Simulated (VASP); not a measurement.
# Zn2SnN3 (R-3m) in VASP: further runs, part 2 of 2

VASP 6.6.1. The steps go on from the part before.

## (3) Relaxation of cell and atoms, PBE

This run uses another cell than the first one, of 24.73 Å³/atom.

Input file INCAR:

```
SYSTEM = Zn2SnN3
PREC = Accurate ; ENCUT = 600
EDIFF = 1E-6 ; ISMEAR = 0
SIGMA = 0.1 ; LREAL = .FALSE.
LASPH = .TRUE. ; NELM = 60
ALGO = Normal ; ISIF = 3
LWAVE = .FALSE. ; LCHARG = .FALSE.
GGA = PE ; IBRION = 2
NSW = 100 ; EDIFFG = -0.01
```

Input file KPOINTS:

```
Automatic mesh
0
G
  6 6 6
  0 0 0
```

Input file POSCAR:

```
Zn2SnN3
1.0
    3.4656359913      2.0008858725      3.5658098911
   -3.4656359913      2.0008858725      3.5658098911
    0.0000000000     -4.0017717450      3.5658098911
Zn Sn N
2 1 3
Direct
    0.3372802805      0.3372802805      0.3372802805
    0.6627197195      0.6627197195      0.6627197195
    0.0000000000      0.0000000000      0.0000000000
    0.8272756513      0.8272756513      0.8272756513
    0.1727243487      0.1727243487      0.1727243487
    0.5000000000      0.5000000000      0.5000000000
```

Potentials or basis: VASP PAW PBE potentials, release 64 (Zn, Sn_d, N).

Run with:

```bash
$ cat potpaw_PBE.64/Zn/POTCAR potpaw_PBE.64/Sn_d/POTCAR potpaw_PBE.64/N/POTCAR > POTCAR
$ mpirun -np 1 vasp_std > vasp.out
```

It took 29 min on 1 thread of AMD EPYC 9R45 (Zen 5), shared host; peak memory 0.42 GiB.

The run converged. Its results:

```
Free energy                           : -22.8663 eV
Relaxed volume                        : 25.99 Å³/atom
Relaxed cell                          : a = 5.437 Å, b = 5.437 Å, c = 5.437 Å, α = 81.53°, β = 81.53°, γ = 81.53°
Space group after relaxing (to 0.1 Å) : R-3m (No. 166)
Energy gained by relaxing             : 1.0 meV/atom
Ionic steps                           : 36
Pressure after relaxing               : 0.0 GPa
Largest force after relaxing          : 0.005 eV/Å
Band gap on the k mesh                : zero (an odd number of electrons rules out a gap without spin polarisation)
```

Forces in eV/Å, atoms in the order of the input:
```
Zn   0.000  0.000  0.000
Zn   0.000  0.000  0.000
Sn   0.000  0.000  0.000
N    0.000  0.000 -0.005
N    0.000  0.000  0.005
N    0.000  0.000  0.000
```

Step by step:
```csv
step,energy change (eV),largest force (eV/Å),pressure (GPa),volume (Å³)
1,0.0000,0.2496,0.32,148.36
2,0.0019,0.2730,-0.40,149.42
3,-0.0019,0.0990,0.01,148.80
4,-0.0024,0.0621,0.18,149.00
5,-0.0025,0.0391,0.14,148.95
6,-0.0027,0.0799,0.04,149.40
7,-0.0027,0.0656,0.05,149.33
8,-0.0029,0.0661,0.04,149.55
9,-0.0033,0.0673,0.00,150.20
10,-0.0042,0.0696,-0.02,151.51
11,-0.0052,0.0748,-0.10,154.14
12,-0.0048,0.1340,0.29,154.55
13,-0.0055,0.0275,0.07,154.31
14,-0.0056,0.0238,0.06,154.58
15,-0.0056,0.0397,0.06,154.71
16,-0.0056,0.0488,-0.03,155.04
17,-0.0057,0.0183,0.01,154.89
18,-0.0057,0.0259,-0.02,154.93
19,-0.0057,0.0212,0.01,154.91
20,-0.0057,0.0247,-0.01,154.92
21,-0.0057,0.0295,0.02,155.11
22,-0.0057,0.0398,0.04,155.32
23,-0.0058,0.0346,0.02,155.44
24,-0.0058,0.0343,0.03,155.46
25,-0.0058,0.0317,0.04,155.51
26,-0.0058,0.0276,0.03,155.61
27,-0.0058,0.0273,0.03,155.63
28,-0.0058,0.0247,0.04,155.68
29,-0.0058,0.0231,0.03,155.77
30,-0.0058,0.0233,0.05,155.72
31,-0.0058,0.0221,0.03,155.75
32,-0.0058,0.0164,0.02,155.82
33,-0.0059,0.0118,-0.02,155.92
34,-0.0059,0.0134,0.00,155.90
35,-0.0059,0.0111,-0.01,155.91
36,-0.0059,0.0052,-0.01,155.95
```

Final structure:
```yaml
crystal:
  lattice:
    - [3.55030, 2.04977, 3.57152]
    - [-3.55030, 2.04977, 3.57152]
    - [0.00000, -4.09953, 3.57152]
  atoms:
    - { symbol: Zn, position: [0.33694, 0.33694, 0.33694] }
    - { symbol: Zn, position: [0.66306, 0.66306, 0.66306] }
    - { symbol: Sn, position: [0.00000, 0.00000, 0.00000] }
    - { symbol: N, position: [0.82799, 0.82799, 0.82799] }
    - { symbol: N, position: [0.17201, 0.17201, 0.17201] }
    - { symbol: N, position: [0.50000, 0.50000, 0.50000] }
```

Levels at points of the mesh, in eV from the Fermi level:
| k point | band 23 | band 24 | band 25 | band 26 | band 27 | band 28 | band 29 | band 30 | band 31 |
| --- | --- | --- | --- | --- | --- | --- | --- | --- | --- |
| (0.00, 0.00, 0.00) | -1.69 | -1.14 | -1.14 | -0.50 | -0.50 | -0.12 | 2.59 | 2.59 | 4.31 |
| (0.50, 0.00, 0.00) | -1.65 | -1.48 | -1.11 | -0.27 | 0.10 | 1.46 | 1.60 | 2.65 | 4.65 |
| (0.50, 0.50, 0.00) | -1.83 | -1.06 | -0.66 | -0.47 | -0.12 | 1.44 | 2.67 | 3.43 | 3.76 |
| (0.50, 0.50, 0.50) | -2.35 | -1.55 | -1.55 | 0.24 | 0.24 | 2.26 | 3.34 | 3.34 | 5.10 |

Caveat: spin-orbit coupling is left out, which moves the levels of the heavy elements; an odd number of electrons without spin polarisation forces a metal; a magnetic or distorted state may lie lower.

## (4) Relaxation of cell and atoms, PBE

This run uses another cell than the first one, of 26.88 Å³/atom.

Input file INCAR:

```
SYSTEM = Zn2SnN3
ALGO     = Normal         ! electronic algorithm
EDIFF    = 1E-7           ! SCF threshold, eV
EDIFFG   = -0.01          ! ionic threshold
ENCUT    = 600            ! plane-wave cutoff, eV
GGA      = PE             ! functional
IBRION   = 2              ! ionic algorithm
ISIF     = 3              ! what is computed and relaxed
ISMEAR   = 0              ! smearing method
LASPH    = .True.         ! aspherical terms in the spheres
LCHARG   = .False.        ! write CHGCAR
LREAL    = .False.        ! projectors in reciprocal space
LWAVE    = .False.        ! write WAVECAR
NELM     = 60             ! most SCF steps
NSW      = 100            ! ionic steps
PREC     = Accurate       ! precision mode
SIGMA    = 0.1            ! smearing width, eV
```

Input file KPOINTS:

```
k-points
0
Gamma
  6 6 6
  0 0 0
```

Input file POSCAR:

```
Zn2SnN3
1.0
    3.6137732565      2.0864129624      3.5654385147
   -3.6137732565      2.0864129624      3.5654385147
    0.0000000000     -4.1728259248      3.5654385147
Zn Sn N
2 1 3
Direct
    0.3372241587      0.3372241587      0.3372241587
    0.6627758413      0.6627758413      0.6627758413
    0.0000000000      0.0000000000      0.0000000000
    0.8273926922      0.8273926922      0.8273926922
    0.1726073078      0.1726073078      0.1726073078
    0.5000000000      0.5000000000      0.5000000000
```

Run with:

```bash
$ cat potpaw_PBE.64/Zn/POTCAR potpaw_PBE.64/Sn_d/POTCAR potpaw_PBE.64/N/POTCAR > POTCAR
$ mpirun -np 1 vasp_std > vasp.out
```

Wall time 20 min (1 thread of AMD EPYC 9R45 (Zen 5), shared host); peak memory 0.44 GiB.

The run converged. Its results:

- Free energy: -22.8738 eV
- Relaxed volume: 25.88 Å³/atom
- Relaxed cell: a = 5.430 Å, b = 5.430 Å, c = 5.430 Å, α = 81.44°, β = 81.44°, γ = 81.44°
- Space group after relaxing (to 0.1 Å): R-3m (No. 166)
- Energy gained by relaxing: 0.6 meV/atom
- Ionic steps: 17
- Pressure after relaxing: 0.0 GPa
- Largest force after relaxing: 0.009 eV/Å
- Band gap on the k mesh: zero (an odd number of electrons rules out a gap without spin polarisation)

Forces on the atoms (eV/Å):
```
Zn   0.000  0.000  0.009
Zn   0.000  0.000 -0.009
Sn   0.000  0.000  0.000
N    0.000  0.000 -0.009
N    0.000  0.000  0.009
N    0.000  0.000  0.000
```

The path:
```
step  energy change (eV)  largest force (eV/Å)  pressure (GPa)  volume (Å³)
   1              0.0000                0.2675            0.13       161.30
   2              0.0021                0.3280           -0.40       161.79
   3             -0.0019                0.1040           -0.09       161.50
   4             -0.0022                0.0394            0.01       161.23
   5             -0.0023                0.0112           -0.02       161.30
   6             -0.0023                0.0243           -0.09       161.21
   7             -0.0023                0.0187           -0.08       161.23
   8             -0.0024                0.0181           -0.08       161.14
   9             -0.0025                0.0159           -0.07       160.87
  10             -0.0026                0.0114           -0.06       160.33
  11             -0.0030                0.0171           -0.05       159.26
  12             -0.0034                0.0470           -0.01       157.12
  13             -0.0030                0.1064            0.07       152.89
  14             -0.0034                0.0658            0.02       155.77
  15             -0.0035                0.0327            0.00       155.48
  16             -0.0035                0.0121           -0.02       155.23
  17             -0.0035                0.0092           -0.01       155.27
```

Final structure:
```yaml
crystal:
  lattice:
    - [3.54265, 2.04535, 3.57152]
    - [-3.54265, 2.04535, 3.57152]
    - [0.00000, -4.09070, 3.57152]
  atoms:
    - { symbol: Zn, position: [0.33691, 0.33691, 0.33691] }
    - { symbol: Zn, position: [0.66309, 0.66309, 0.66309] }
    - { symbol: Sn, position: [0.00000, 0.00000, 0.00000] }
    - { symbol: N, position: [0.82800, 0.82800, 0.82800] }
    - { symbol: N, position: [0.17200, 0.17200, 0.17200] }
    - { symbol: N, position: [0.50000, 0.50000, 0.50000] }
```

Levels at points of the mesh, in eV from the Fermi level:
| k point | band 23 | band 24 | band 25 | band 26 | band 27 | band 28 | band 29 | band 30 | band 31 |
| --- | --- | --- | --- | --- | --- | --- | --- | --- | --- |
| (0.00, 0.00, 0.00) | -1.69 | -1.15 | -1.15 | -0.51 | -0.51 | -0.13 | 2.58 | 2.58 | 4.30 |
| (0.50, 0.00, 0.00) | -1.65 | -1.48 | -1.11 | -0.28 | 0.10 | 1.46 | 1.59 | 2.65 | 4.66 |
| (0.50, 0.50, 0.00) | -1.83 | -1.07 | -0.66 | -0.47 | -0.11 | 1.44 | 2.67 | 3.43 | 3.75 |
| (0.50, 0.50, 0.50) | -2.35 | -1.55 | -1.55 | 0.25 | 0.25 | 2.27 | 3.34 | 3.34 | 5.10 |

Caveat: spin-orbit coupling is left out, which moves the levels of the heavy elements; an odd number of electrons without spin polarisation forces a metal; a magnetic or distorted state may lie lower.

## (5) Overview

```csv
cell,gap on the mesh (eV),pressure (GPa),relaxed volume (Å³/atom),largest force (eV/Å)
"relaxed from a = 5.066 Å, angles 61.2°, 6 atoms, atomic positions A",none,0.1,21.03,0.01
"relaxed from a = 5.360 Å, angles 80.6°, 6 atoms, atomic positions B",none,0.0,25.99,0.01
"relaxed from a = 5.489 Å, angles 82.4°, 6 atoms, atomic positions C",none,0.0,25.88,0.01
```

Alike in all rows: task relaxation of cell and atoms; level PBE; potentials or basis VASP PAW PBE potentials, release 64 (Zn, Sn_d, N); no spin polarisation; k mesh 6 × 6 × 6; cutoff (eV) 600; smearing gaussian 0.1 eV.

Caveats: spin-orbit coupling is left out, which moves the levels of the heavy elements; an odd number of electrons without spin polarisation forces a metal; a magnetic or distorted state may lie lower; the volume moved by over 15 % at a fixed basis, so the end points are rough (at least some runs).

Absolute energies hang on the potentials; compare differences alone.
